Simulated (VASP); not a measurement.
Runs of VASP 6.6.1 on TiCo3. The structure is that of space group Pm-3m (No. 221), or close to it. The cells are those of the table. 

| fixed moment (μB) | cell | pressure (GPa) | moment (μB) |
| --- | --- | --- | --- |
| 2.28 | a = 3.736 Å, 4 atoms | (b) | 2.28 |
| 3.04 | a = 3.669 Å, 4 atoms | (c) | 3.04 |
| 0.76 | a = 3.453 Å, 4 atoms | 17.0 | 0.76 |
| 0.76 | a = 3.528 Å, 4 atoms | -0.4 | 0.76 |
| 3.8 | a = 3.669 Å, 4 atoms | -13.6 | 3.80 |
| 6.08 | a = 3.600 Å, 4 atoms | 7.9 | 6.08 |
| 0.76 | a = 3.374 Å, 4 atoms | (a) | 0.76 |
| 5.32 | a = 3.669 Å, 4 atoms | -6.7 | 5.32 |

Alike in all rows: task single point; level PBEsol; potentials or basis VASP PAW PBE potentials, release 64 (Ti_sv, Co); spin collinear, ferromagnetic start; k mesh 12 × 12 × 12; cutoff (eV) 520; smearing gaussian 0.15 eV.

Task: Estimate the missing entries.

Result: (a) 41.9; (b) -25.0; (c) -16.8.

Caveats: the PAW data sets were made with another functional, which shifts forces and pressure a little; the total moment is fixed, so each spin has its own Fermi level and the state may be an excited one; the cell stands under tension (at least some runs); the cell stands under pressure (at least some runs).
